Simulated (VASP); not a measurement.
# Al (Fm-3m) in VASP: further runs

Al is run at these levels: PBE, r2SCAN; tasks: single point.

All numbers are computed with VASP 6.6.1; they aren't measurements. Logs are shortened: lines on timing, memory, paths and dates and some standing lists are left out, and cuts for length are marked.

## (1) The cell of the first run

The structure is cubic, space group Fm-3m (No. 225). Conventional cell: a = 4.067 Å, b = 4.067 Å, c = 4.067 Å, α = 90.00°, β = 90.00°, γ = 90.00°. Al (site symmetry m-3m) has 12 Al at 2.88 Å within 3.8 Å.

## (2) Single point, PBE

INCAR reads:

```
ALGO = Normal ; EDIFF = 1E-6
ENCUT = 500 ; GGA = PE
GGA_COMPAT = F ; ISIF = 2
ISMEAR = -1 ; LASPH = T
LCHARG = T ; LELF = T
LREAL = F ; LVHAR = T
LWAVE = F ; NBANDS = 8
NELM = 120 ; PREC = Accurate
SIGMA = 0.06122561905347299
```

KPOINTS reads:

```
k-points
0
Gamma
  46 46 46
```

POSCAR reads:

```
Al
1.0
    0.0000000000      2.0335903036      2.0335903036
    2.0335903036      0.0000000000      2.0335903036
    2.0335903036      2.0335903036      0.0000000000
Al
1
Direct
    0.0000000000      0.0000000000      0.0000000000
```

Potentials or basis: VASP PAW PBE potentials, release 64 (Al).

Launch:

```bash
cat potpaw_PBE.64/Al/POTCAR > POTCAR
mpirun -np 1 vasp_std > vasp.out
```

OUTCAR:

```text
EDIFF = 1E-6
   ENCUT = 500
   GGA = PE
   ISIF = 2
   ISMEAR = -1
   LASPH = T
   LREAL = F
   NELM = 120
   PREC = Accurate

 ion  position               nearest neighbor table
   1  0.000  0.000  0.000-

  LATTYP: Found a face centered cubic cell.
 ALAT       =     4.0671806072

  Lattice vectors:

 A1 = (   0.0000000000,   2.0335903036,   2.0335903036)
 A2 = (   2.0335903036,   0.0000000000,   2.0335903036)
 A3 = (   2.0335903036,   2.0335903036,   0.0000000000)

Analysis of symmetry for initial positions (statically):
=====================================================================
 Subroutine PRICEL returns:
 Original cell was already a primitive cell.

 Routine SETGRP: Setting up the symmetry group for a
 face centered cubic supercell.

 Subroutine GETGRP returns: Found 48 space group operations
 (whereof 48 operations were pure point group operations)
 out of a pool of 48 trial point group operations.

The static configuration has the point symmetry O_h .

Analysis of symmetry for dynamics (positions and initial velocities):
=====================================================================
 Subroutine PRICEL returns:
 Original cell was already a primitive cell.

 Routine SETGRP: Setting up the symmetry group for a
 face centered cubic supercell.

 Subroutine GETGRP returns: Found 48 space group operations
 (whereof 48 operations were pure point group operations)
 out of a pool of 48 trial point group operations.

The dynamic configuration has the point symmetry O_h .

 Subroutine INISYM returns: Found 48 space group operations
 (whereof 48 operations are pure point group operations),
 and found     1 'primitive' translations

----------------------------------------------------------------------------------------

                                     Primitive cell

  volume of cell :      16.8198

  direct lattice vectors                    reciprocal lattice vectors
     0.000000000  2.033590304  2.033590304    -0.245870567  0.245870567  0.245870567
     2.033590304  0.000000000  2.033590304     0.245870567 -0.245870567  0.245870567
     2.033590304  2.033590304  0.000000000     0.245870567  0.245870567 -0.245870567

  length of vectors
     2.875930988  2.875930988  2.875930988     0.425860313  0.425860313  0.425860313

  position of ions in fractional coordinates (direct lattice)
     0.000000000  0.000000000  0.000000000

  ion indices of the primitive-cell ions
   primitive index   ion index
                 1           1

----------------------------------------------------------------------------------------

 KPOINTS: k-points

Automatic generation of k-mesh.
 Grid dimensions read from file:
 generate k-points for:   46   46   46

 Generating k-lattice:

  Cartesian coordinates                     Fractional coordinates (reciprocal lattice)
    -0.005345012  0.005345012  0.005345012     0.021739130  0.000000000  0.000000000
     0.005345012 -0.005345012  0.005345012     0.000000000  0.021739130  0.000000000
     0.005345012  0.005345012 -0.005345012     0.000000000  0.000000000  0.021739130

  Length of vectors
     0.009257833  0.009257833  0.009257833

  Shift w.r.t. Gamma in fractional coordinates (k-lattice)
     0.000000000  0.000000000  0.000000000

 Subroutine IBZKPT returns following result:
 ===========================================

 Found   2456 irreducible k-points:

 Following reciprocal coordinates:
            Coordinates               Weight
  0.000000  0.000000  0.000000      1.000000
  0.021739  0.000000  0.000000      8.000000
  0.043478  0.000000  0.000000      8.000000
  0.065217  0.000000  0.000000      8.000000
  0.086957  0.000000  0.000000      8.000000
  0.108696  0.000000  0.000000      8.000000
[... 16 lines left out ...]
  0.478261  0.000000  0.000000      8.000000
  0.500000  0.000000  0.000000      4.000000
 [... further k-points ...]
   k-points           NKPTS =   2456   k-points in BZ     NKDIM =   2456   number of bands    NBANDS=      8
   number of dos      NEDOS =    301   number of ions     NIONS =      1
   total plane-waves  NPLWV =  13824
   dimension x,y,z NGX =    24 NGY =   24 NGZ =   24
   dimension x,y,z NGXF=    48 NGYF=   48 NGZF=   48
   ions per type =               1
   NGX,Y,Z   is equivalent  to a cutoff of  13.87, 13.87, 13.87 a.u.
   NGXF,Y,Z  is equivalent  to a cutoff of  27.75, 27.75, 27.75 a.u.
 SYSTEM =  unknown system
   PREC   = accura    normal or accurate (medium, high low for compatibility)
   ISTART =      0    job   : 0-new  1-cont  2-samecut
   ICHARG =      2    charge: 1-file 2-atom 10-const
   ISPIN  =      1    spin polarized calculation?
   LNONCOLLINEAR =      F non collinear calculations
   LSORBIT =      F    spin-orbit coupling
   LASPH  =      T    aspherical Exc in radial PAW
   ENCUT  =  500.0 eV  36.75 Ry    6.06 a.u.   5.24  5.24  5.24*2*pi/ulx,y,z
   NELM   =    120;   NELMIN=  2; NELMDL= -5     # of ELM steps
   EDIFF  = 0.1E-05   stopping-criterion for ELM
   LREAL  =      F    real-space projection
   EDIFFG = 0.1E-04   stopping-criterion for IOM
   NSW    =      0    number of steps for IOM
   IBRION =     -1    ionic relax: 0-MD 1-quasi-New 2-CG
   NFREE  =      0    steps in history (QN), initial steepest desc. (CG)
   ISIF   =      2    stress and relaxation
   ISYM   =      2    0-nonsym 1-usesym 2-fastsym
   POTIM  = 0.5000    time-step for ionic-motion
   TEBEG  =    0.0;   TEEND  =   0.0 temperature during run
   PSTRESS=    0.0 pullay stress
   NELECT =       3.0000    total number of electrons
   NUPDOWN=      -1.0000    fix difference up-down
   EMIN   =  10.00;   EMAX   =-10.00  energy-range for DOS
   EFERMI =   0.00;   METHOD = LEGACY
   ISMEAR =    -1;   SIGMA  =   0.06  broadening in eV -4-tet -1-fermi 0-gaus
   EFERMI_NEDOS =   21; number of points for ismear=-14 and -15
   IALGO  =     38    algorithm
   IMIX   =      4    mixing-type and parameters
     AMIX     =   0.40;   BMIX     =  1.00
     AMIX_MAG =   1.60;   BMIX_MAG =  1.00
  volume/ion in A,a.u.               =      16.82       113.51
  Fermi-wavevector in a.u.,A,eV,Ry     =   0.921528  1.741435 11.554252  0.849214
  Thomas-Fermi vector in A             =   2.046954
   LORBIT       =      0    0 simple, 1 ext, 2 COOP (PROOUT), +10 PAW based schemes
   GGA     = PE    functional components
[... 41 lines left out ...]
  band No.  band energies     occupation
      1      -3.1884      2.00000
      2      19.9562      0.00000
      3      20.2501      0.00000
      4      20.2501      0.00000
      5      21.7469      0.00000
      6      21.7469      0.00000
      7      21.8770      0.00000
      8      24.2635      0.00000

 k-point     3 :       0.0435    0.0000    0.0000
  band No.  band energies     occupation
      1      -3.1504      2.00000
      2      19.2360      0.00000
      3      20.0915      0.00000
      4      20.0915      0.00000
      5      21.9644      0.00000
      6      21.9644      0.00000
      7      22.1664      0.00000
      8      24.6670      0.00000

 k-point     4 :       0.0652    0.0000    0.0000
  band No.  band energies     occupation
      1      -3.0870      2.00000
      2      18.4118      0.00000
      3      19.8927      0.00000
      4      19.8927      0.00000
      5      22.2597      0.00000
      6      22.2597      0.00000
      7      22.3226      0.00000
      8      25.2908      0.00000

 k-point     5 :       0.0870    0.0000    0.0000
  band No.  band energies     occupation
      1      -2.9982      2.00000
      2      17.5515      0.00000
      3      19.6850      0.00000
      4      19.6850      0.00000
      5      22.3700      0.00000
      6      22.5979      0.00000
      7      22.5979      0.00000
      8      25.9889      0.00000

 k-point     6 :       0.1087    0.0000    0.0000
  band No.  band energies     occupation
      1      -2.8842      2.00000
      2      16.6795      0.00000
      3      19.4827      0.00000
      4      19.4827      0.00000
      5      22.3554      0.00000
      6      22.9558      0.00000
      7      22.9558      0.00000
      8      25.5819      0.00000

 k-point     7 :       0.1304    0.0000    0.0000
  band No.  band energies     occupation
      1      -2.7450      2.00000
      2      15.8073      0.00000
      3      19.2928      0.00000
      4      19.2928      0.00000
      5      22.3080      0.00000
      6      23.3022      0.00000
      7      23.3022      0.00000
      8      25.2009      0.00000

 k-point     8 :       0.1522    0.0000    0.0000
  band No.  band energies     occupation
      1      -2.5807      2.00000
      2      14.9412      0.00000
      3      19.1187      0.00000
      4      19.1187      0.00000
      5      22.2448      0.00000
      6      23.5583      0.00000
      7      23.5583      0.00000
      8      24.9332      0.00000

 k-point     9 :       0.1739    0.0000    0.0000
  band No.  band energies     occupation
      1      -2.3913      2.00000
      2      14.0852      0.00000
      3      18.9625      0.00000
      4      18.9625      0.00000
      5      22.1759      0.00000
      6      23.5628      0.00000
      7      23.5628      0.00000
      8      24.9460      0.00000

 k-point    10 :       0.1957    0.0000    0.0000
  band No.  band energies     occupation
      1      -2.1769      2.00000
      2      13.2420      0.00000
      3      18.8253      0.00000
      4      18.8253      0.00000
      5      22.1084      0.00000
      6      23.3087      0.00000
      7      23.3087      0.00000
      8      25.2500      0.00000
[... 78 lines left out ...]
 k-point    18 :       0.3696    0.0000    0.0000
  band No.  band energies     occupation
      1       0.4207      2.00000
      2       7.1147      1.99998
      3      18.4651      0.00000
      4      18.4651      0.00000
      5      20.4840      0.00000
      6      20.4840      0.00000
      7      22.0357      0.00000
      8      24.3730      0.00000

 k-point    19 :       0.3913    0.0000    0.0000
  band No.  band energies     occupation
      1       0.8533      2.00000
      2       6.4368      2.00000
      3      18.5147      0.00000
      4      18.5147      0.00000
      5      20.2008      0.00000
      6      20.2008      0.00000
      7      22.1116      0.00000
      8      24.0650      0.00000

 k-point    20 :       0.4130    0.0000    0.0000
  band No.  band energies     occupation
      1       1.3093      2.00000
      2       5.7800      2.00000
      3      18.5853      0.00000
      4      18.5853      0.00000
      5      19.9385      0.00000
      6      19.9385      0.00000
      7      22.2091      0.00000
      8      23.7757      0.00000

 k-point    21 :       0.4348    0.0000    0.0000
  band No.  band energies     occupation
      1       1.7883      2.00000
      2       5.1447      2.00000
      3      18.6766      0.00000
      4      18.6766      0.00000
      5      19.6978      0.00000
      6      19.6978      0.00000
      7      22.3286      0.00000
      8      23.5058      0.00000

 k-point    22 :       0.4565    0.0000    0.0000
  band No.  band energies     occupation
      1       2.2898      2.00000
      2       4.5315      2.00000
      3      18.7878      0.00000
      4      18.7878      0.00000
      5      19.4799      0.00000
      6      19.4799      0.00000
      7      22.4701      0.00000
      8      23.2563      0.00000

 k-point    23 :       0.4783    0.0000    0.0000
  band No.  band energies     occupation
      1       2.8122      2.00000
      2       3.9420      2.00000
      3      18.9144      0.00000
      4      18.9144      0.00000
      5      19.2891      0.00000
      6      19.2891      0.00000
      7      22.6336      0.00000
      8      23.0279      0.00000

 k-point    24 :       0.5000    0.0000    0.0000
  band No.  band energies     occupation
      1       3.2847      2.00000
      2       3.4471      2.00000
      3      19.0081      0.00000
      4      19.0081      0.00000
      5      19.1740      0.00000
      6      19.1740      0.00000
      7      22.8046      0.00000
      8      22.8350      0.00000

 [... further k-points ...]

------------------------ aborting loop because EDIFF is reached ----------------------------------------

  FORCE on cell =-STRESS in cart. coord.  units (eV):
  Direction    XX          YY          ZZ          XY          YZ          ZX
  --------------------------------------------------------------------------------------
  -------------------------------------------------------------------------------------
  Total       -0.1567039     -0.1567039     -0.1567039      0.0000000      0.0000000     -0.0000000
  in kB      -14.9269139    -14.9269139    -14.9269139      0.0000000      0.0000000     -0.0000000
  external PRESSURE =     -14.9269139 kB  Pullay stress =       0.0000000 kB

 VOLUME and BASIS-vectors are now :
 -----------------------------------------------------------------------------
  energy-cutoff  :      500.00
  volume of cell :       16.82
      direct lattice vectors                 reciprocal lattice vectors
     0.000000000  2.033590304  2.033590304    -0.245870567  0.245870567  0.245870567
     2.033590304  0.000000000  2.033590304     0.245870567 -0.245870567  0.245870567
     2.033590304  2.033590304  0.000000000     0.245870567  0.245870567 -0.245870567

 POSITION                                       TOTAL-FORCE (eV/Angst)
 -----------------------------------------------------------------------------------
      0.00000      0.00000      0.00000         0.000000      0.000000      0.000000
 -----------------------------------------------------------------------------------
    total drift:                                0.000000     -0.000000     -0.000000

  FREE ENERGIE OF THE ION-ELECTRON SYSTEM (eV)
  ---------------------------------------------------
  free  energy   TOTEN  =        -3.7470334680 eV

  energy  without entropy=       -3.7420570100  energy(sigma->0) =       -3.74454524
```

Wall time 73 s (1 thread of Intel Xeon 6975P-C (Granite Rapids), shared host); peak memory 0.36 GiB.

What came out:

```
Free energy            : -3.7470 eV
Pressure               : -1.5 GPa
Band gap on the k mesh : zero (an odd number of electrons rules out a gap without spin polarisation)
```

Levels at points of the mesh, in eV from the Fermi level:
```
           k point  band 1  band 2  band 3  band 4  band 5
(0.00, 0.00, 0.00)  -11.01   12.51   12.51   12.51   13.86
(0.50, 0.00, 0.00)   -4.52   -4.36   11.20   11.20   11.37
(0.50, 0.50, 0.00)   -2.88   -1.60    5.25    5.50    5.50
```

## (3) Single point, PBE

This run uses another cell than the first one, of 17.15 Å³/atom.

INCAR reads:

```
  PREC = Accurate
  ENCUT = 500
  EDIFF = 1E-6
  ISMEAR = -1
  SIGMA = 0.06122561905347299
  LREAL = F
  LASPH = T
  NELM = 120
  ALGO = Normal
  ISIF = 2
  LWAVE = F
  LCHARG = T
  GGA = PE
  LELF = T
  LVHAR = T
  NBANDS = 8
  GGA_COMPAT = F
```

KPOINTS reads:

```
Automatic mesh
0
Gamma
  46 46 46
```

POSCAR reads:

```
Al
1.0
    0.0000000000      2.0467958055      2.0467958055
    2.0467958055      0.0000000000      2.0467958055
    2.0467958055      2.0467958055      0.0000000000
Al
1
Direct
    0.0000000000      0.0000000000      0.0000000000
```

Potentials or basis: VASP PAW PBE potentials, release 64 (Al).

Launch:

```bash
cat potpaw_PBE.64/Al/POTCAR > POTCAR
mpirun -np 1 vasp_std > vasp.out
```

Run time: 73 s. Hardware: 1 thread of Intel Xeon 6975P-C (Granite Rapids), shared host; peak memory 0.36 GiB.

It converged, with:

```yaml
Free_energy: -3.7426 eV
Pressure: -2.8 GPa
Band_gap_on_the_k_mesh: zero (an odd number of electrons rules out a gap without spin polarisation)
```

Levels at points of the mesh, in eV from the Fermi level:
| k point | band 1 | band 2 | band 3 | band 4 | band 5 |
| --- | --- | --- | --- | --- | --- |
| (0.00, 0.00, 0.00) | -10.87 | 12.40 | 12.40 | 12.40 | 13.61 |
| (0.50, 0.00, 0.00) | -4.44 | -4.33 | 11.00 | 11.00 | 11.28 |
| (0.50, 0.50, 0.00) | -2.83 | -1.60 | 5.24 | 5.41 | 5.41 |

## (4) Single point, PBE

This run uses another cell than the first one, of 17.48 Å³/atom.

INCAR reads:

```
SYSTEM = Al
  PREC = Accurate
  ENCUT = 500
  EDIFF = 1E-6
  ISMEAR = -1
  SIGMA = 0.06122561905347299
  LREAL = .FALSE.
  LASPH = .TRUE.
  NELM = 120
  ALGO = Normal
  ISIF = 2
  LWAVE = .FALSE.
  LCHARG = .FALSE.
  GGA = PE
  NBANDS = 8
  GGA_COMPAT = .FALSE.
```

KPOINTS reads:

```
regular mesh
0
G
  46 46 46
  0 0 0
```

POSCAR reads:

```
Al
1.0
    0.0000000000      2.0598330729      2.0598330729
    2.0598330729      0.0000000000      2.0598330729
    2.0598330729      2.0598330729      0.0000000000
Al
1
Direct
    0.0000000000      0.0000000000      0.0000000000
```

Launch:

```bash
cat potpaw_PBE.64/Al/POTCAR > POTCAR
mpirun -np 1 vasp_std > vasp.out
```

Wall time 73 s (1 thread of Intel Xeon 6975P-C (Granite Rapids), shared host); peak memory 0.36 GiB.

Results (log left out):

```yaml
Free_energy: -3.7356 eV
Pressure: -4.0 GPa
Band_gap_on_the_k_mesh: zero (an odd number of electrons rules out a gap without spin polarisation)
```

Levels at points of the mesh, in eV from the Fermi level:
```csv
k point,band 1,band 2,band 3,band 4
"(0.00, 0.00, 0.00)",-10.74,12.30,12.30,12.30
"(0.50, 0.00, 0.00)",-4.37,-4.31,10.81,10.81
"(0.50, 0.50, 0.00)",-2.79,-1.60,5.24,5.33
```

Caveat: the cell stands under tension.

## (5) Single point, r2SCAN

This run uses another cell than the first one, of 15.17 Å³/atom.

POSCAR reads:

```
Al
1.0
    0.0000000000      1.9648346770      1.9648346770
    1.9648346770      0.0000000000      1.9648346770
    1.9648346770      1.9648346770      0.0000000000
Al
1
Direct
    0.0000000000      0.0000000000      0.0000000000
```

INCAR.step1 reads:

```
ALGO     = Normal         # electronic algorithm
EDIFF    = 1E-5           # SCF threshold, eV
ENCUT    = 550            # plane-wave cutoff, eV
GGA      = PE             # functional
GGA_COMPAT= F            
ISMEAR   = -1             # smearing method
LASPH    = T              # aspherical terms in the spheres
LCHARG   = F              # write CHGCAR
LREAL    = F              # projectors in reciprocal space
LWAVE    = T              # write WAVECAR
NBANDS   = 8              # bands
NELM     = 120            # most SCF steps
PREC     = Accurate       # precision mode
SIGMA    = 0.1            # smearing width, eV
```

INCAR.step2 reads:

```
ALGO     = Normal         # electronic algorithm
EDIFF    = 1E-6           # SCF threshold, eV
ENCUT    = 550            # plane-wave cutoff, eV
GGA_COMPAT= F            
ISIF     = 2              # what is computed and relaxed
ISMEAR   = -1             # smearing method
ISTART   = 1            
LASPH    = T              # aspherical terms in the spheres
LCHARG   = F              # write CHGCAR
LMIXTAU  = T            
LREAL    = F              # projectors in reciprocal space
LWAVE    = F              # write WAVECAR
METAGGA  = R2SCAN         # meta-GGA
NBANDS   = 8              # bands
NELM     = 120            # most SCF steps
PREC     = Accurate       # precision mode
SIGMA    = 0.1            # smearing width, eV
```

KPOINTS reads:

```
k-points
0
Gamma
  14 14 14
```

Launch:

```bash
cat potpaw_PBE.64/Al/POTCAR > POTCAR
cp INCAR.step1 INCAR
mpirun -np 1 vasp_std > vasp.out
cp INCAR.step2 INCAR
mpirun -np 1 vasp_std > vasp.out
```

Wall time 58 s (1 thread of Intel Xeon 8259CL, shared host); peak memory 0.14 GiB.

Results (log left out):

| Quantity | Value |
| --- | --- |
| Free energy | -6.7313 eV |
| Pressure | 4.4 GPa |
| Band gap on the k mesh | zero (an odd number of electrons rules out a gap without spin polarisation) |

Levels at points of the mesh, in eV from the Fermi level:
| k point | band 1 | band 2 | band 3 | band 4 | band 5 |
| --- | --- | --- | --- | --- | --- |
| (0.00, 0.00, 0.00) | -12.43 | 13.83 | 13.83 | 13.83 | 16.44 |
| (0.50, 0.00, 0.00) | -5.33 | -4.63 | 12.51 | 12.51 | 13.31 |
| (0.50, 0.50, 0.00) | -3.34 | -1.68 | 5.50 | 6.45 | 6.45 |

Caveat: the cell stands under pressure; the PAW data sets were made with another functional, which shifts forces and pressure a little.

## (6) The runs side by side

```tsv
level	cell	k mesh	cutoff (eV)	smearing	gap on the mesh (eV)	pressure (GPa)
PBE	a = 2.876 Å, angles 60.0°, 1 atom	46 × 46 × 46	500	fermi-dirac 0.0612256 eV	none	-1.5
PBE	a = 2.895 Å, angles 60.0°, 1 atom	46 × 46 × 46	500	fermi-dirac 0.0612256 eV	none	-2.8
PBE	a = 2.913 Å, angles 60.0°, 1 atom	46 × 46 × 46	500	fermi-dirac 0.0612256 eV	none	-4.0
r2SCAN	a = 2.779 Å, angles 60.0°, 1 atom	14 × 14 × 14	550	fermi-dirac 0.1 eV	none	4.4
```

Alike in all rows: task single point; potentials or basis VASP PAW PBE potentials, release 64 (Al); no spin polarisation.

Caveats: the cell stands under tension (at least some runs); the cell stands under pressure (at least some runs); the PAW data sets were made with another functional, which shifts forces and pressure a little (at least some runs).

Absolute energies hang on the potentials; compare differences alone.
